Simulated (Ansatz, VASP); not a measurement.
## One calculation of ScSi2, two programs

The input INCAR:

```
PREC = Accurate ; ENCUT = 520
EDIFF = 1E-8 ; ISMEAR = -1
SIGMA = 0.05 ; LREAL = False
LASPH = True ; NELM = 80
ALGO = Normal ; ISIF = 2
LWAVE = False ; LCHARG = False
GGA = PS ; LEFG = True
NBANDS = 16
```

Contents of KPOINTS:

```
Automatic mesh
0
Gamma
  13 13 11
```

Contents of POSCAR:

```
ScSi2
1.0
    3.6842378190      0.0000000000      0.0000000000
   -1.8421189095      3.1906435449      0.0000000000
    0.0000000000      0.0000000000      3.8956298860
Sc Si
1 2
Direct
    0.0000000000      0.0000000000      0.0000000000
    0.3333333333      0.6666666667      0.5000000000
    0.6666666667      0.3333333333      0.5000000000
```

Input for Ansatz:

```yaml
crystal:
  lattice:
    - [3.684237819, 0.0, 0.0]
    - [-1.8421189095, 3.1906435449, 0.0]
    - [0.0, 0.0, 3.895629886]
  atoms:
    - { symbol: Sc, position: [0.0, 0.0, 0.0] }
    - { symbol: Si, position: [0.3333333333, 0.6666666667, 0.5] }
    - { symbol: Si, position: [0.6666666667, 0.3333333333, 0.5] }
kpoints:
  mp_grid: { grid: [13, 13, 11] }
scf:
  occupations: { method: fermi_dirac, width: 0.05 }
hamiltonian:
  xc: pbesol
  pseudopotentials: { kind: all_electron, datasets: crystal }
output:
  forces: true
  stress: true
  eigenvalues: true
  efg: { contact_densities: true }
```

Change from the starting cell: volume scaled by 1.02, crystal datasets.

Alike in both runs: task electric field gradients; functional PBEsol; k mesh 13 × 13 × 11; occupations fermi-dirac, width 0.05 eV; no spin polarisation.

```csv
,VASP,Ansatz
version,VASP 6.6.1,Ansatz 0.2.0
potentials or method,"VASP PAW PBE potentials, release 64 (Sc_sv, Si), cutoff 520 eV","all-electron PAW with datasets made for the crystal, scalar-relativistic"
```

|  | VASP | Ansatz | Ansatz less VASP |
| --- | --- | --- | --- |
| pressure (GPa) | 18.4 | 18.1 | -0.39 |
| traceless stress, the component that is largest in VASP (GPa) | -22.67 | -22.55 | +0.124 |
| size of Vzz on the site where it differs most (V/Å²) | 15.2 | 8.9 | -6.31 |

VASP's potentials were made for PBE, not for PBEsol. Ansatz ran all-electron here, and VASP with PAW potentials.
